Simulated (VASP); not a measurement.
# C (Cmmm) in VASP: further runs

The runs below take C through single point, with PBE+D3(BJ).

Everything below comes from runs of VASP 6.6.1. Logs are shortened: lines on timing, memory, paths and dates and some standing lists are left out, and cuts for length are marked.

### Step 1. The cell of the first run

Symmetry: Cmmm, No. 65, orthorhombic system. Conventional cell: a = 2.506 Å, b = 4.340 Å, c = 3.632 Å, α = 90.00°, β = 90.00°, γ = 90.00°. Within 1.9 Å of C (site symmetry m2m) lie 3 C at 1.43 to 1.49 Å.

### Step 2. Single point, PBE+D3(BJ) (atoms displaced along a vibrational mode, the cell strained)

INCAR

```
PREC = Accurate ; ENCUT = 520
EDIFF = 1E-7 ; ISMEAR = 0
SIGMA = 0.15 ; LREAL = False
LASPH = True ; NELM = 100
ALGO = Normal ; ISIF = 2
LWAVE = False ; LCHARG = False
GGA = PE ; IVDW = 12
NBANDS = 11
```

KPOINTS

```
Automatic mesh
0
Gamma
  21 21 12
```

POSCAR

```
C
1.0
    2.5058198767      0.0000000000      0.0000000000
   -1.2529099384      2.1701036705      0.0000000000
    0.0000000000      0.0000000000      3.6316216684
C
2
Direct
    0.3286483037      0.6572966074      0.0000000000
    0.6713516963      0.3427033926      0.0000000000
```

Potentials or basis: VASP PAW PBE potentials, release 64 (C).

Run with:

```
$ cat potpaw_PBE.64/C/POTCAR > POTCAR
$ mpirun -np 1 vasp_std > vasp.out
```

OUTCAR:

```text
PREC = Accurate
   ENCUT = 520
   EDIFF = 1E-7
   ISMEAR = 0
   LREAL = False
   LASPH = True
   NELM = 100
   ISIF = 2
   GGA = PE
   IVDW = 12
 IVDW          = 12

 ion  position               nearest neighbor table
   1  0.329  0.657  0.000-   2 1.43   2 1.43   2 1.49
   2  0.671  0.343  0.000-   1 1.43   1 1.43   1 1.49

  LATTYP: Found a hexagonal cell.
 ALAT       =     2.5058198767
 C/A-ratio  =     1.4492748270

  Lattice vectors:

 A1 = (   2.5058198767,   0.0000000000,   0.0000000000)
 A2 = (  -1.2529099384,   2.1701036705,   0.0000000000)
 A3 = (   0.0000000000,   0.0000000000,   3.6316216684)

Analysis of symmetry for initial positions (statically):
=====================================================================
 Subroutine PRICEL returns:
 Original cell was already a primitive cell.

 Routine SETGRP: Setting up the symmetry group for a
 hexagonal supercell.

 Subroutine GETGRP returns: Found  8 space group operations
 (whereof  8 operations were pure point group operations)
 out of a pool of 24 trial point group operations.

The static configuration has the point symmetry D_2h.

Analysis of symmetry for dynamics (positions and initial velocities):
=====================================================================
 Subroutine PRICEL returns:
 Original cell was already a primitive cell.

 Routine SETGRP: Setting up the symmetry group for a
 hexagonal supercell.

 Subroutine GETGRP returns: Found  8 space group operations
 (whereof  8 operations were pure point group operations)
 out of a pool of 24 trial point group operations.

The dynamic configuration has the point symmetry D_2h.

 Subroutine INISYM returns: Found  8 space group operations
 (whereof  8 operations are pure point group operations),
 and found     1 'primitive' translations

----------------------------------------------------------------------------------------

                                     Primitive cell

  volume of cell :      19.7484

  direct lattice vectors                    reciprocal lattice vectors
     2.505819877  0.000000000  0.000000000     0.399070982  0.230403739  0.000000000
    -1.252909938  2.170103671  0.000000000     0.000000000  0.460807478  0.000000000
     0.000000000  0.000000000  3.631621668     0.000000000  0.000000000  0.275359080

  length of vectors
     2.505819877  2.505819877  3.631621668     0.460807478  0.460807478  0.275359080

  position of ions in fractional coordinates (direct lattice)
     0.328648304  0.657296607  0.000000000
     0.671351696  0.342703393  0.000000000

  ion indices of the primitive-cell ions
   primitive index   ion index
                 1           1
                 2           2

----------------------------------------------------------------------------------------

 KPOINTS: Automatic mesh

Automatic generation of k-mesh.
 Grid dimensions read from file:
 generate k-points for:   21   21   12

 Generating k-lattice:

  Cartesian coordinates                     Fractional coordinates (reciprocal lattice)
     0.019003380  0.010971607  0.000000000     0.047619048  0.000000000  0.000000000
     0.000000000  0.021943213  0.000000000     0.000000000  0.047619048  0.000000000
     0.000000000  0.000000000  0.022946590     0.000000000  0.000000000  0.083333333

  Length of vectors
     0.021943213  0.021943213  0.022946590

  Shift w.r.t. Gamma in fractional coordinates (k-lattice)
     0.000000000  0.000000000  0.000000000

 Subroutine IBZKPT returns following result:
 ===========================================

 Found    847 irreducible k-points:

 Following reciprocal coordinates:
            Coordinates               Weight
  0.000000  0.000000  0.000000      1.000000
  0.047619  0.000000  0.000000      4.000000
  0.000000  0.047619  0.000000      2.000000
  0.095238  0.000000  0.000000      4.000000
  0.000000  0.095238  0.000000      2.000000
  0.142857  0.000000  0.000000      4.000000
[... 16 lines left out ...]
 -0.095238  0.047619  0.000000      2.000000
  0.095238  0.047619  0.000000      4.000000
 [... further k-points ...]
   k-points           NKPTS =    847   k-points in BZ     NKDIM =    847   number of bands    NBANDS=     11
   number of dos      NEDOS =    301   number of ions     NIONS =      2
   total plane-waves  NPLWV =  11200
   dimension x,y,z NGX =    20 NGY =   20 NGZ =   28
   dimension x,y,z NGXF=    40 NGYF=   40 NGZF=   56
   ions per type =               2
   NGX,Y,Z   is equivalent  to a cutoff of  13.27, 13.27, 12.82 a.u.
   NGXF,Y,Z  is equivalent  to a cutoff of  26.54, 26.54, 25.64 a.u.
 SYSTEM =  unknown system
   PREC   = accura    normal or accurate (medium, high low for compatibility)
   ISTART =      0    job   : 0-new  1-cont  2-samecut
   ICHARG =      2    charge: 1-file 2-atom 10-const
   ISPIN  =      1    spin polarized calculation?
   LNONCOLLINEAR =      F non collinear calculations
   LSORBIT =      F    spin-orbit coupling
   LASPH  =      T    aspherical Exc in radial PAW
   ENCUT  =  520.0 eV  38.22 Ry    6.18 a.u.   4.66  4.66  6.75*2*pi/ulx,y,z
   NELM   =    100;   NELMIN=  2; NELMDL= -5     # of ELM steps
   EDIFF  = 0.1E-06   stopping-criterion for ELM
   LREAL  =      F    real-space projection
   EDIFFG = 0.1E-05   stopping-criterion for IOM
   NSW    =      0    number of steps for IOM
   IBRION =     -1    ionic relax: 0-MD 1-quasi-New 2-CG
   NFREE  =      0    steps in history (QN), initial steepest desc. (CG)
   ISIF   =      2    stress and relaxation
   ISYM   =      2    0-nonsym 1-usesym 2-fastsym
   POTIM  = 0.5000    time-step for ionic-motion
   TEBEG  =    0.0;   TEEND  =   0.0 temperature during run
   PSTRESS=    0.0 pullay stress
   NELECT =       8.0000    total number of electrons
   NUPDOWN=      -1.0000    fix difference up-down
   EMIN   =  10.00;   EMAX   =-10.00  energy-range for DOS
   EFERMI =   0.00;   METHOD = LEGACY
   ISMEAR =     0;   SIGMA  =   0.15  broadening in eV -4-tet -1-fermi 0-gaus
   EFERMI_NEDOS =   21; number of points for ismear=-14 and -15
   IALGO  =     38    algorithm
   IMIX   =      4    mixing-type and parameters
     AMIX     =   0.40;   BMIX     =  1.00
     AMIX_MAG =   1.60;   BMIX_MAG =  1.00
  volume/ion in A,a.u.               =       9.87        66.63
  Fermi-wavevector in a.u.,A,eV,Ry     =   1.211326  2.289075 19.963987  1.467312
  Thomas-Fermi vector in A             =   2.346845
   LORBIT       =      0    0 simple, 1 ext, 2 COOP (PROOUT), +10 PAW based schemes
   GGA     = PE    functional components
   LHFCALC =     F    Hartree Fock is set to
   AEXX    =    0.0000 exact exchange contribution
   IVDW    =    12    specifies the selected vdW correction
   LEPSILON=     F    determine dielectric tensor
   LRPA    =     F    only Hartree local field effects (RPA)
 non-spin polarized calculation
 Gauss-broadening in eV      SIGMA  =   0.15
  energy-cutoff  :      520.00
  volume of cell :       19.75
 maximum number of plane-waves:       553
   NGX =  9   NGY =  9   NGZ = 13

 number of electron       7.9999999 magnetization

 Free energy of the ion-electron system (eV)
  ---------------------------------------------------
  ext. energy  EPLUGINS =         0.00000000
  ---------------------------------------------------
  free energy    TOTEN  =       -18.36328762 eV

  energy without entropy =      -18.36289076  energy(sigma->0) =      -18.36308919

 E-fermi :   3.7410     XC(G=0):  -9.6731

 val. band max:        3.6932709090   @ k =   0.3333   0.3333   0.1667
 cond. band min:       3.7798012213   @ k =   0.3333   0.3333   0.3333
 fundamental gap:      0.0865303123
 Fermi energy:         3.7410043121

 k-point     1 :       0.0000    0.0000    0.0000
  band No.  band energies     occupation
      1     -15.4672      2.00000
      2      -2.8558      2.00000
      3       0.1122      2.00000
      4       1.2921      2.00000
      5       7.6596      0.00000
      6      10.9533      0.00000
      7      12.5022      0.00000
      8      14.7332      0.00000
      9      15.0915      0.00000
     10      25.3498      0.00000
     11      26.5339      0.00000

 k-point     2 :       0.0476    0.0000    0.0000
  band No.  band energies     occupation
      1     -15.4150      2.00000
      2      -2.7954      2.00000
      3      -0.0656      2.00000
      4       1.1430      2.00000
      5       7.7247      0.00000
      6      11.1090      0.00000
      7      12.5829      0.00000
      8      14.5609      0.00000
      9      15.1989      0.00000
     10      25.5101      0.00000
     11      26.4791      0.00000

 k-point     3 :       0.0000    0.0476    0.0000
  band No.  band energies     occupation
      1     -15.4147      2.00000
      2      -2.7969      2.00000
      3       0.0180      2.00000
      4       1.0473      2.00000
      5       7.7236      0.00000
      6      11.0293      0.00000
      7      12.7080      0.00000
      8      14.5762      0.00000
      9      15.1719      0.00000
     10      25.5022      0.00000
     11      26.4403      0.00000

 k-point     4 :       0.0952    0.0000    0.0000
  band No.  band energies     occupation
      1     -15.2585      2.00000
      2      -2.6149      2.00000
      3      -0.5805      2.00000
      4       0.7491      2.00000
      5       7.9202      0.00000
      6      11.4399      0.00000
      7      12.8832      0.00000
      8      14.0638      0.00000
      9      15.5402      0.00000
     10      25.9422      0.00000
     11      26.2633      0.00000
[... 239 lines left out ...]
 k-point    22 :       0.0476    0.0476    0.0000
  band No.  band energies     occupation
      1     -15.3100      2.00000
      2      -2.6780      2.00000
      3      -0.2602      2.00000
      4       0.6992      2.00000
      5       7.8530      0.00000
      6      11.2167      0.00000
      7      12.9814      0.00000
      8      14.2555      0.00000
      9      15.3837      0.00000
     10      25.7904      0.00000
     11      26.2595      0.00000

 k-point    23 :      -0.0952    0.0476    0.0000
  band No.  band energies     occupation
      1     -15.3110      2.00000
      2      -2.6735      2.00000
      3      -0.4664      2.00000
      4       0.9348      2.00000
      5       7.8563      0.00000
      6      11.4724      0.00000
      7      12.6110      0.00000
      8      14.2121      0.00000
      9      15.4511      0.00000
     10      25.8131      0.00000
     11      26.3826      0.00000

 k-point    24 :       0.0952    0.0476    0.0000
  band No.  band energies     occupation
      1     -15.1014      2.00000
      2      -2.4399      2.00000
      3      -0.8972      2.00000
      4       0.2170      2.00000
      5       8.1132      0.00000
      6      11.5078      0.00000
      7      13.4114      0.00000
      8      13.6343      0.00000
      9      15.8896      0.00000
     10      25.8386      0.00000
     11      26.2716      0.00000

 [... further k-points ...]

------------------------ aborting loop because EDIFF is reached ----------------------------------------

 Edisp (eV)   -0.28107

 E8    (eV) :    -0.0789

  FORCE on cell =-STRESS in cart. coord.  units (eV):
  Direction    XX          YY          ZZ          XY          YZ          ZX
  --------------------------------------------------------------------------------------
  -------------------------------------------------------------------------------------
  Total      -1.78783    -2.37984    -0.04231     0.00000     0.00000     0.00000
  in kB    -145.04592  -193.07580    -3.43229     0.00000     0.00000     0.00000
  external pressure =     -113.85 kB  Pullay stress =        0.00 kB

 VOLUME and BASIS-vectors are now :
 -----------------------------------------------------------------------------
  energy-cutoff  :      520.00
  volume of cell :       19.75
      direct lattice vectors                 reciprocal lattice vectors
     2.505819877  0.000000000  0.000000000     0.399070982  0.230403739  0.000000000
    -1.252909938  2.170103671  0.000000000     0.000000000  0.460807478  0.000000000
     0.000000000  0.000000000  3.631621668     0.000000000  0.000000000  0.275359080

 POSITION                                       TOTAL-FORCE (eV/Angst)
 -----------------------------------------------------------------------------------
     -0.00000      1.42640      0.00000        -0.000000      1.850678     -0.000000
      1.25291      0.74370      0.00000         0.000000     -1.850678      0.000000
 -----------------------------------------------------------------------------------
    total drift:                                0.000000     -0.000000      0.000000

  FREE ENERGIE OF THE ION-ELECTRON SYSTEM (eV)
  ---------------------------------------------------
  free  energy   TOTEN  =       -18.6443621940 eV

  energy  without entropy=      -18.6439653425  energy(sigma->0) =      -18.64416377
```

It took 1.9 min on 1 thread of AMD EPYC 7R43 (Zen 3), shared host; peak memory 0.22 GiB.

What came out:

| Item | Value |
| --- | --- |
| Free energy | -18.6444 eV |
| Pressure | -11.4 GPa |
| Largest force | 1.851 eV/Å |
| Band gap on the k mesh | zero (bands 4 and 5 overlap by 0.34 eV) |
| Dispersion energy per atom | -0.141 eV |

Forces in eV/Å, atoms in the order of the input:
```
C    0.000  1.851  0.000
C    0.000 -1.851  0.000
```

Caveat: the cell differs from its parent crystal (atoms displaced along a vibrational mode, the cell strained); the cell stands under tension; forces of over 1 eV/Å act on the atoms, so gaps and moduli don't describe the material at rest.

### Step 3. Single point, PBE+D3(BJ) (atoms displaced along a vibrational mode, the cell strained)

INCAR

```
SYSTEM = C
PREC = Accurate
ENCUT = 520
EDIFF = 1E-6
ISMEAR = 0
SIGMA = 0.15
LREAL = .FALSE.
LASPH = .TRUE.
NELM = 100
ALGO = Normal
ISIF = 2
LWAVE = .FALSE.
LCHARG = .FALSE.
GGA = PE
IVDW = 12
NBANDS = 11
```

KPOINTS

```
Automatic mesh
0
G
  21 21 12
  0 0 0
```

POSCAR

```
C
1.0
    2.5058198767      0.0000000000      0.0000000000
   -1.2529099384      2.1701036705      0.0000000000
    0.0000000000      0.0000000000      3.6316216684
C
2
Direct
    0.3473884222      0.6947768445      0.0000000000
    0.6526115778      0.3052231555      0.0000000000
```

Potentials or basis: VASP PAW PBE potentials, release 64 (C).

Run with:

```
$ cat potpaw_PBE.64/C/POTCAR > POTCAR
$ mpirun -np 1 vasp_std > vasp.out
```

OUTCAR:

```text
SYSTEM = C
   PREC = Accurate
   ENCUT = 520
   EDIFF = 1E-6
   ISMEAR = 0
   LREAL = .FALSE.
   LASPH = .TRUE.
   NELM = 100
   ISIF = 2
   GGA = PE
   IVDW = 12
 IVDW          = 12

 ion  position               nearest neighbor table
   1  0.347  0.695  0.000-   2 1.32   2 1.51   2 1.51
   2  0.653  0.305  0.000-   1 1.32   1 1.51   1 1.51

  LATTYP: Found a hexagonal cell.
 ALAT       =     2.5058198767
 C/A-ratio  =     1.4492748270

  Lattice vectors:

[... 521 lines left out ...]
 [... further k-points ...]

------------------------ aborting loop because EDIFF is reached ----------------------------------------

 Edisp (eV)   -0.28138

 E8    (eV) :    -0.0789

  FORCE on cell =-STRESS in cart. coord.  units (eV):
  Direction    XX          YY          ZZ          XY          YZ          ZX
  --------------------------------------------------------------------------------------
  -------------------------------------------------------------------------------------
  Total      -2.22269     0.18139    -0.06171    -0.00000     0.00000     0.00000
  in kB    -180.32618    14.71637    -5.00636    -0.00000     0.00000     0.00000
  external pressure =      -56.87 kB  Pullay stress =        0.00 kB

 VOLUME and BASIS-vectors are now :
 -----------------------------------------------------------------------------
  energy-cutoff  :      520.00
  volume of cell :       19.75
      direct lattice vectors                 reciprocal lattice vectors
     2.505819877  0.000000000  0.000000000     0.399070982  0.230403739  0.000000000
    -1.252909938  2.170103671  0.000000000     0.000000000  0.460807478  0.000000000
     0.000000000  0.000000000  3.631621668     0.000000000  0.000000000  0.275359080

 POSITION                                       TOTAL-FORCE (eV/Angst)
 -----------------------------------------------------------------------------------
     -0.00000      1.50774      0.00000         0.000000     -6.592425      0.000000
      1.25291      0.66237      0.00000        -0.000000      6.592425      0.000000
 -----------------------------------------------------------------------------------
    total drift:                               -0.000000      0.000000     -0.000000

  FREE ENERGIE OF THE ION-ELECTRON SYSTEM (eV)
  ---------------------------------------------------
  free  energy   TOTEN  =       -18.2972252518 eV

  energy  without entropy=      -18.2966362827  energy(sigma->0) =      -18.29693077
```

stdout:

```text
POSCAR found type information on POSCAR C
 POSCAR found :  1 types and       2 ions
 scaLAPACK will be used
 LDA part: xc-table for (Slater+PW92), standard interpolation
 POSCAR, INCAR and KPOINTS ok, starting setup
 FFT: planning ... GRIDC
 FFT: planning ... GRID_SOFT
 FFT: planning ... GRID
 WAVECAR not read
 entering main loop
```

Wall time 1.7 min (1 thread of AMD EPYC 7R43 (Zen 3), shared host); peak memory 0.22 GiB.

What came out:

- Free energy: -18.2972 eV
- Pressure: -5.7 GPa
- Largest force: 6.592 eV/Å
- Band gap on the k mesh: zero (bands 4 and 5 overlap by 0.78 eV)
- Dispersion energy per atom: -0.141 eV

Forces on the atoms (eV/Å):
```
C    0.000 -6.592  0.000
C    0.000  6.592  0.000
```

Caveat: the cell differs from its parent crystal (atoms displaced along a vibrational mode, the cell strained); the cell stands under tension; forces of over 1 eV/Å act on the atoms, so gaps and moduli don't describe the material at rest.

### Step 4. Single point, PBE+D3(BJ) (atoms displaced along a vibrational mode, the cell strained)

INCAR

```
PREC = Accurate
ENCUT = 520
EDIFF = 1E-6
ISMEAR = 0
SIGMA = 0.15
LREAL = False
LASPH = True
NELM = 100
ALGO = Normal
ISIF = 2
LWAVE = False
LCHARG = True
GGA = PE
IVDW = 12
LELF = True
LVHAR = True
NBANDS = 11
```

KPOINTS

```
Automatic mesh
0
Gamma
  21 21 12
```

POSCAR

```
C
1.0
    2.5058198767      0.0000000000      0.0000000000
   -1.2529099384      2.1701036705      0.0000000000
    0.0000000000      0.0000000000      3.6316216684
C
2
Direct
    0.3380183630      0.6760367259      0.0000000000
    0.6619816370      0.3239632741      0.0000000000
```

Run with:

```
$ cat potpaw_PBE.64/C/POTCAR > POTCAR
$ mpirun -np 1 vasp_std > vasp.out
```

It took 1.8 min on 1 thread of AMD EPYC 7R43 (Zen 3), shared host; peak memory 0.22 GiB.

Results (log left out):

```
Free energy                : -18.6420 eV
Pressure                   : -11.3 GPa
Largest force              : 2.027 eV/Å
Band gap on the k mesh     : zero (bands 4 and 5 overlap by 0.31 eV)
Dispersion energy per atom : -0.141 eV
```

Forces on the atoms (eV/Å):
```
C    0.000 -2.027  0.000
C    0.000  2.027  0.000
```

Stress tensor (GPa, compression positive):
```
-19.52   0.00   0.00
  0.00 -14.13   0.00
  0.00   0.00  -0.35
```

Levels at points of the mesh, in eV from the Fermi level:
```csv
k point,band 1,band 2,band 3,band 4,band 5,band 6,band 7,band 8,band 9
"(0.00, 0.00, 0.00)",-19.21,-6.60,-3.62,-2.46,3.92,7.23,8.73,10.99,11.37
"(0.00, 0.00, 0.50)",-19.04,-7.92,-3.60,-2.44,7.28,8.79,9.01,10.77,11.58
```

Caveat: the cell differs from its parent crystal (atoms displaced along a vibrational mode, the cell strained); the cell stands under tension; forces of over 1 eV/Å act on the atoms, so gaps and moduli don't describe the material at rest.

### Step 5. Overview

| cell | gap on the mesh (eV) | pressure (GPa) | largest force (eV/Å) |
| --- | --- | --- | --- |
| as given, atomic positions A | none | -11.4 | 1.85 |
| as given, atomic positions B | none | -5.7 | 6.59 |
| as given, atomic positions C | none | -11.3 | 2.03 |

Alike in all rows: task single point; level PBE+D3(BJ); potentials or basis VASP PAW PBE potentials, release 64 (C); no spin polarisation; k mesh 21 × 21 × 12; cutoff (eV) 520; smearing gaussian 0.15 eV.

Caveats: the cell stands under tension; forces of over 1 eV/Å act on the atoms, so gaps and moduli don't describe the material at rest.

Absolute energies hang on the potentials; compare differences alone.
